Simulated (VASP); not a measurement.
A run of VASP 6.6.1 is set up as follows.

Contents of INCAR:

```
  ALGO = Normal
  EDIFF = 1E-6
  ENCUT = 600
  GGA = PE
  GGA_COMPAT = F
  ISIF = 2
  ISMEAR = 1
  LASPH = T
  LCHARG = T
  LDAU = T
  LDAUJ = 0 0
  LDAUL = -1 1
  LDAUPRINT = 1
  LDAUTYPE = 2
  LDAUU = 0 1.3
  LELF = T
  LREAL = F
  LVHAR = T
  LWAVE = F
  NBANDS = 11
  NELM = 200
  PREC = Accurate
  SIGMA = 0.024
```

Contents of KPOINTS:

```
k-points
0
Gamma
  4 4 4
```

The input POSCAR:

```
MgSe
1.0
    0.0000000000      2.7337235204      2.7337235204
    2.7337235204      0.0000000000      2.7337235204
    2.7337235204      2.7337235204      0.0000000000
Mg Se
1 1
Direct
    0.0000000000      0.0000000000      0.0000000000
    0.5000000000      0.5000000000      0.5000000000
```

Potentials or basis: VASP PAW PBE potentials, release 64 (Mg, Se).

The run is started by

```sh
$ cat potpaw_PBE.64/Mg/POTCAR potpaw_PBE.64/Se/POTCAR > POTCAR
$ mpirun -np 1 vasp_std > vasp.out
```

**Question.** Predict the band gap on the k mesh.

**Answer.** 1.72 eV (least direct gap 2.48 eV).

**Question.** Predict the pressure.

**Answer.** 1.9 GPa.

Caveat: the k points lie up to 0.50 Å⁻¹ apart. A k mesh can miss the band edges.
